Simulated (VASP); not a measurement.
# AlP (F-43m) in VASP: further runs

AlP is run at these levels: r2SCAN; tasks: single point.

Program: VASP 6.6.1. These are calculated values, not measurements. Logs are shortened: lines on timing, memory, paths and dates and some standing lists are left out, and cuts for length are marked.

### 1 The cell of the first run

It takes space group F-43m (No. 216, cubic). The conventional cell has a = 5.470 Å, b = 5.470 Å, c = 5.470 Å, α = 90.00°, β = 90.00°, γ = 90.00°. Al (site symmetry -43m) has 4 P at 2.37 Å within 3.1 Å. Within 3.1 Å of P (site symmetry -43m) lie 4 Al at 2.37 Å.

### 2 Single point, r2SCAN

POSCAR reads:

```
AlP
1.0
    0.0000000000      2.7350000000      2.7350000000
    2.7350000000      0.0000000000      2.7350000000
    2.7350000000      2.7350000000      0.0000000000
Al P
1 1
Direct
    0.0000000000      0.0000000000      0.0000000000
    0.2500000000      0.2500000000      0.2500000000
```

INCAR.step1 reads:

```
SYSTEM = AlP
  PREC = Accurate
  ENCUT = 550
  ISMEAR = 0
  SIGMA = 0.1
  LREAL = .FALSE.
  LASPH = .TRUE.
  NELM = 120
  NBANDS = 11
  GGA = PE
  ALGO = Normal
  EDIFF = 1E-5
  LWAVE = .TRUE.
  LCHARG = .FALSE.
  GGA_COMPAT = .FALSE.
```

INCAR.step2 reads:

```
SYSTEM = AlP
  PREC = Accurate
  ENCUT = 550
  EDIFF = 1E-6
  ISMEAR = 0
  SIGMA = 0.1
  LREAL = .FALSE.
  LASPH = .TRUE.
  NELM = 120
  ALGO = Normal
  ISIF = 2
  LWAVE = .FALSE.
  LCHARG = .TRUE.
  METAGGA = R2SCAN
  LMIXTAU = .TRUE.
  LELF = .TRUE.
  LVHAR = .TRUE.
  NBANDS = 11
  ISTART = 1
  GGA_COMPAT = .FALSE.
```

KPOINTS reads:

```
Automatic mesh
0
G
  6 6 6
  0 0 0
```

Potentials or basis: VASP PAW PBE potentials, release 64 (Al, P).

On the command line:

```sh
$ cat potpaw_PBE.64/Al/POTCAR potpaw_PBE.64/P/POTCAR > POTCAR
$ cp INCAR.step1 INCAR
$ mpirun -np 1 vasp_std > vasp.out
$ cp INCAR.step2 INCAR
$ mpirun -np 1 vasp_std > vasp.out
```

OUTCAR:

```text
SYSTEM = AlP
   PREC = Accurate
   ENCUT = 550
   EDIFF = 1E-6
   ISMEAR = 0
   LREAL = .FALSE.
   LASPH = .TRUE.
   NELM = 120
   ISIF = 2
   METAGGA = R2SCAN
   ISTART = 1

 ion  position               nearest neighbor table
   1  0.000  0.000  0.000-   2 2.37   2 2.37   2 2.37   2 2.37
   2  0.250  0.250  0.250-   1 2.37   1 2.37   1 2.37   1 2.37

  LATTYP: Found a face centered cubic cell.
 ALAT       =     5.4700000000

  Lattice vectors:

 A1 = (   0.0000000000,   2.7350000000,   2.7350000000)
 A2 = (   2.7350000000,   0.0000000000,   2.7350000000)
 A3 = (   2.7350000000,   2.7350000000,   0.0000000000)

Analysis of symmetry for initial positions (statically):
=====================================================================
 Subroutine PRICEL returns:
 Original cell was already a primitive cell.

 Routine SETGRP: Setting up the symmetry group for a
 face centered cubic supercell.

 Subroutine GETGRP returns: Found 24 space group operations
 (whereof 24 operations were pure point group operations)
 out of a pool of 48 trial point group operations.

The static configuration has the point symmetry T_d .

Analysis of symmetry for dynamics (positions and initial velocities):
=====================================================================
 Subroutine PRICEL returns:
 Original cell was already a primitive cell.

 Routine SETGRP: Setting up the symmetry group for a
 face centered cubic supercell.

 Subroutine GETGRP returns: Found 24 space group operations
 (whereof 24 operations were pure point group operations)
 out of a pool of 48 trial point group operations.

The dynamic configuration has the point symmetry T_d .

 Subroutine INISYM returns: Found 24 space group operations
 (whereof 24 operations are pure point group operations),
 and found     1 'primitive' translations

----------------------------------------------------------------------------------------

                                     Primitive cell

  volume of cell :      40.9168

  direct lattice vectors                    reciprocal lattice vectors
     0.000000000  2.735000000  2.735000000    -0.182815356  0.182815356  0.182815356
     2.735000000  0.000000000  2.735000000     0.182815356 -0.182815356  0.182815356
     2.735000000  2.735000000  0.000000000     0.182815356  0.182815356 -0.182815356

  length of vectors
     3.867874093  3.867874093  3.867874093     0.316645486  0.316645486  0.316645486

[... 71 lines left out ...]
   EDIFF  = 0.1E-05   stopping-criterion for ELM
   LREAL  =      F    real-space projection
[... 7 lines left out ...]
   TEBEG  =    0.0;   TEEND  =   0.0 temperature during run
   PSTRESS=    0.0 pullay stress
   NELECT =       8.0000    total number of electrons
   NUPDOWN=      -1.0000    fix difference up-down
   EMIN   =  10.00;   EMAX   =-10.00  energy-range for DOS
   EFERMI =   0.00;   METHOD = LEGACY
   ISMEAR =     0;   SIGMA  =   0.10  broadening in eV -4-tet -1-fermi 0-gaus
   EFERMI_NEDOS =   21; number of points for ismear=-14 and -15
   IALGO  =     38    algorithm
   IMIX   =      4    mixing-type and parameters
     AMIX     =   0.40;   BMIX     =  1.00
     AMIX_MAG =   1.60;   BMIX_MAG =  1.00
  volume/ion in A,a.u.               =      20.46       138.06
  Fermi-wavevector in a.u.,A,eV,Ry     =   0.950176  1.795573 12.283814  0.902835
  Thomas-Fermi vector in A             =   2.078528
   LORBIT       =      0    0 simple, 1 ext, 2 COOP (PROOUT), +10 PAW based schemes
   METAGGA = R2SCAN    functional components
   LHFCALC =     F    Hartree Fock is set to
   AEXX    =    0.0000 exact exchange contribution
   IVDW    =     0    specifies the selected vdW correction
   LEPSILON=     F    determine dielectric tensor
   LRPA    =     F    only Hartree local field effects (RPA)
 non-spin polarized calculation
 Gauss-broadening in eV      SIGMA  =   0.10
  energy-cutoff  :      550.00
  volume of cell :       40.92
 maximum number of plane-waves:      1243
 NGX is ok and might be reduce to    30
   NGX = 15   NGY = 15   NGZ = 15

 number of electron       7.9999999 magnetization

 Free energy of the ion-electron system (eV)
  ---------------------------------------------------
  ext. energy  EPLUGINS =         0.00000000
  ---------------------------------------------------
  free energy    TOTEN  =       -17.20325512 eV

  energy without entropy =      -17.20325512  energy(sigma->0) =      -17.20325512

 E-fermi :   4.7926     XC(G=0):  -9.6074

 val. band max:        4.3604202855   @ k =   0.0000   0.0000   0.0000
 cond. band min:       6.2781765334   @ k =   0.5000   0.5000   0.0000
 fundamental gap:      1.9177562479
 Fermi energy:         4.7925797507

 k-point     1 :       0.0000    0.0000    0.0000
  band No.  band energies     occupation
      1      -7.5963      2.00000
      2       4.3604      2.00000
      3       4.3604      2.00000
      4       4.3604      2.00000
      5       8.3127      0.00000
      6       9.3269      0.00000
      7       9.3269      0.00000
      8       9.3269      0.00000
      9      13.6626      0.00000
     10      13.6626      0.00000
     11      15.5140      0.00000
[... 197 lines left out ...]
 k-point    16 :      -0.3333    0.5000    0.1667
  band No.  band energies     occupation
      1      -5.1432      2.00000
      2      -0.7720      2.00000
      3       1.3799      2.00000
      4       1.6452      2.00000
      5       8.0434      0.00000
      6       9.1021      0.00000
      7      12.6133      0.00000
      8      12.9514      0.00000
      9      16.4630      0.00000
     10      17.0112      0.00000
     11      18.5329      0.00000

------------------------ aborting loop because EDIFF is reached ----------------------------------------

  FORCE on cell =-STRESS in cart. coord.  units (eV):
  Direction    XX          YY          ZZ          XY          YZ          ZX
  --------------------------------------------------------------------------------------
  -------------------------------------------------------------------------------------
  Total        0.0400936      0.0400936      0.0400936     -0.0000000     -0.0000000      0.0000000
  in kB        1.5699404      1.5699404      1.5699404     -0.0000000     -0.0000000      0.0000000
  external PRESSURE =       1.5699404 kB  Pullay stress =       0.0000000 kB

 VOLUME and BASIS-vectors are now :
 -----------------------------------------------------------------------------
  energy-cutoff  :      550.00
  volume of cell :       40.92
      direct lattice vectors                 reciprocal lattice vectors
     0.000000000  2.735000000  2.735000000    -0.182815356  0.182815356  0.182815356
     2.735000000  0.000000000  2.735000000     0.182815356 -0.182815356  0.182815356
     2.735000000  2.735000000  0.000000000     0.182815356  0.182815356 -0.182815356

 POSITION                                       TOTAL-FORCE (eV/Angst)
 -----------------------------------------------------------------------------------
      0.00000      0.00000      0.00000        -0.000000     -0.000000     -0.000000
      1.36750      1.36750      1.36750         0.000000      0.000000      0.000000
 -----------------------------------------------------------------------------------
    total drift:                               -0.000000     -0.000000     -0.000000

  FREE ENERGIE OF THE ION-ELECTRON SYSTEM (eV)
  ---------------------------------------------------
  free  energy   TOTEN  =       -17.2032551154 eV

  energy  without entropy=      -17.2032551154  energy(sigma->0) =      -17.20325512
```

OUTCAR.step1:

```text
SYSTEM = AlP
   PREC = Accurate
   ENCUT = 550
   ISMEAR = 0
   LREAL = .FALSE.
   LASPH = .TRUE.
[... 435 lines left out ...]
      0.00000      0.00000      0.00000         0.000000      0.000000      0.000000
      1.36750      1.36750      1.36750        -0.000000     -0.000000     -0.000000
 -----------------------------------------------------------------------------------
    total drift:                               -0.000000     -0.000000     -0.000000

  FREE ENERGIE OF THE ION-ELECTRON SYSTEM (eV)
  ---------------------------------------------------
  free  energy   TOTEN  =       -10.3650854208 eV

  energy  without entropy=      -10.3650854208  energy(sigma->0) =      -10.36508542
```

OSZICAR.step1:

```text
N       E                     dE             d eps       ncg     rms          rms(c)
DAV:   1     0.126971876720E+02    0.12697E+02   -0.31573E+03   352   0.575E+02
DAV:   2    -0.968802244801E+01   -0.22385E+02   -0.20826E+02   437   0.896E+01
DAV:   3    -0.107070490223E+02   -0.10190E+01   -0.10176E+01   451   0.186E+01
DAV:   4    -0.107163539566E+02   -0.93049E-02   -0.93035E-02   416   0.209E+00
DAV:   5    -0.107165376223E+02   -0.18367E-03   -0.18366E-03   462   0.282E-01    0.449E+00
DAV:   6    -0.104075889732E+02    0.30895E+00   -0.62107E-01   385   0.292E+00    0.286E+00
DAV:   7    -0.103644987887E+02    0.43090E-01   -0.21920E-01   412   0.190E+00    0.144E+00
DAV:   8    -0.103650015174E+02   -0.50273E-03   -0.15246E-02   410   0.607E-01    0.236E-01
DAV:   9    -0.103649195599E+02    0.81958E-04   -0.70569E-04   428   0.147E-01    0.977E-02
DAV:  10    -0.103650802544E+02   -0.16069E-03   -0.23648E-04   388   0.807E-02    0.114E-02
DAV:  11    -0.103650854208E+02   -0.51664E-05   -0.24719E-05   443   0.229E-02
   1 F= -.10365085E+02 E0= -.10365085E+02  d E =-.347665E-10
```

Wall time 78 s (1 thread of Intel Xeon 8259CL, shared host); peak memory 0.13 GiB.

Results:

```
Free energy            : -17.2033 eV
Pressure               : 0.2 GPa
Band gap on the k mesh : 1.92 eV (least direct gap 3.95 eV)
```

Levels at points of the mesh, in eV from the valence-band top:
```
           k point  band 2  band 3  band 4  band 5  band 6  band 7
(0.00, 0.00, 0.00)    0.00    0.00    0.00    3.95    4.97    4.97
(0.50, 0.00, 0.00)   -5.65   -0.79   -0.79    3.30    5.22    5.22
(0.50, 0.50, 0.00)   -5.41   -2.17   -2.17    1.92    2.85   11.94
```

Caveat: the PAW data sets were made with another functional, which shifts forces and pressure a little. A k mesh can miss the band edges.

### 3 Single point, r2SCAN

This run uses another cell than the first one, of 20.55 Å³/atom.

POSCAR reads:

```
AlP
1.0
    0.0000000000      2.7391971586      2.7391971586
    2.7391971586      0.0000000000      2.7391971586
    2.7391971586      2.7391971586      0.0000000000
Al P
1 1
Direct
    0.0000000000      0.0000000000      0.0000000000
    0.2500000000      0.2500000000      0.2500000000
```

INCAR.step1 reads:

```
SYSTEM = AlP
PREC     = Accurate       ! precision mode
ENCUT    = 550            ! plane-wave cutoff, eV
ISMEAR   = 0              ! smearing method
SIGMA    = 0.02           ! smearing width, eV
LREAL    = .False.        ! projectors in reciprocal space
LASPH    = .True.         ! aspherical terms in the spheres
NELM     = 120            ! most SCF steps
NBANDS   = 11             ! bands
GGA      = PE             ! functional
ALGO     = Normal         ! electronic algorithm
EDIFF    = 1E-5           ! SCF threshold, eV
LWAVE    = .True.         ! write WAVECAR
LCHARG   = .False.        ! write CHGCAR
GGA_COMPAT= .False.
```

INCAR.step2 reads:

```
SYSTEM = AlP
PREC     = Accurate       ! precision mode
ENCUT    = 550            ! plane-wave cutoff, eV
EDIFF    = 1E-6           ! SCF threshold, eV
ISMEAR   = 0              ! smearing method
SIGMA    = 0.02           ! smearing width, eV
LREAL    = .False.        ! projectors in reciprocal space
LASPH    = .True.         ! aspherical terms in the spheres
NELM     = 120            ! most SCF steps
ALGO     = Normal         ! electronic algorithm
ISIF     = 2              ! what is computed and relaxed
LWAVE    = .False.        ! write WAVECAR
LCHARG   = .False.        ! write CHGCAR
METAGGA  = R2SCAN         ! meta-GGA
LMIXTAU  = .True.       
NBANDS   = 11             ! bands
ISTART   = 1            
GGA_COMPAT= .False.
```

KPOINTS reads:

```
regular mesh
0
Gamma
  8 8 8
  0 0 0
```

Potentials or basis: VASP PAW PBE potentials, release 64 (Al, P).

On the command line:

```sh
$ cat potpaw_PBE.64/Al/POTCAR potpaw_PBE.64/P/POTCAR > POTCAR
$ cp INCAR.step1 INCAR
$ mpirun -np 1 vasp_std > vasp.out
$ cp INCAR.step2 INCAR
$ mpirun -np 1 vasp_std > vasp.out
```

Run time: 2.4 min. Hardware: 1 thread of Intel Xeon 8259CL, shared host; peak memory 0.14 GiB.

It converged, with:

- Free energy: -17.2095 eV
- Pressure: -0.3 GPa
- Band gap on the k mesh: 1.93 eV (least direct gap 3.91 eV)

Levels at points of the mesh, in eV from the valence-band top:
| k point | band 1 | band 2 | band 3 | band 4 | band 5 | band 6 | band 7 | band 8 |
| --- | --- | --- | --- | --- | --- | --- | --- | --- |
| (0.00, 0.00, 0.00) | -11.93 | 0.00 | 0.00 | 0.00 | 3.91 | 4.96 | 4.96 | 4.96 |
| (0.50, 0.00, 0.00) | -10.21 | -5.63 | -0.79 | -0.79 | 3.29 | 5.22 | 5.22 | 8.92 |
| (0.50, 0.50, 0.00) | -9.53 | -5.40 | -2.16 | -2.16 | 1.93 | 2.85 | 11.90 | 11.90 |

Caveat: the PAW data sets were made with another functional, which shifts forces and pressure a little. A k mesh can miss the band edges.

### 4 Single point, r2SCAN

This run uses another cell than the first one, of 20.55 Å³/atom.

POSCAR is that of step 3.

INCAR.step1 reads:

```
PREC = Accurate
ENCUT = 550
ISMEAR = 0
SIGMA = 0.02
LREAL = F
LASPH = T
NELM = 120
NBANDS = 11
GGA = PE
ALGO = Normal
EDIFF = 1E-5
LWAVE = T
LCHARG = F
GGA_COMPAT = F
```

INCAR.step2 reads:

```
PREC = Accurate
ENCUT = 550
EDIFF = 1E-6
ISMEAR = 0
SIGMA = 0.02
LREAL = F
LASPH = T
NELM = 120
ALGO = Normal
ISIF = 2
LWAVE = F
LCHARG = T
METAGGA = R2SCAN
LMIXTAU = T
LELF = T
LVHAR = T
NBANDS = 11
ISTART = 1
GGA_COMPAT = F
```

KPOINTS reads:

```
regular mesh
0
Gamma
  8 8 8
```

On the command line:

```sh
$ cat potpaw_PBE.64/Al/POTCAR potpaw_PBE.64/P/POTCAR > POTCAR
$ cp INCAR.step1 INCAR
$ mpirun -np 1 vasp_std > vasp.out
$ cp INCAR.step2 INCAR
$ mpirun -np 1 vasp_std > vasp.out
```

Wall time 2.5 min (1 thread of Intel Xeon 8259CL, shared host); peak memory 0.14 GiB.

The run converged. Its results:

```
Free energy            : -17.2095 eV
Pressure               : -0.3 GPa
Band gap on the k mesh : 1.93 eV (least direct gap 3.91 eV)
```

Levels at points of the mesh, in eV from the valence-band top:
```tsv
k point	band 1	band 2	band 3	band 4	band 5	band 6	band 7	band 8
(0.00, 0.00, 0.00)	-11.93	0.00	0.00	0.00	3.91	4.96	4.96	4.96
(0.50, 0.00, 0.00)	-10.21	-5.63	-0.79	-0.79	3.29	5.22	5.22	8.92
(0.50, 0.50, 0.00)	-9.53	-5.40	-2.16	-2.16	1.93	2.85	11.90	11.90
```

Caveat: the PAW data sets were made with another functional, which shifts forces and pressure a little. A k mesh can miss the band edges.
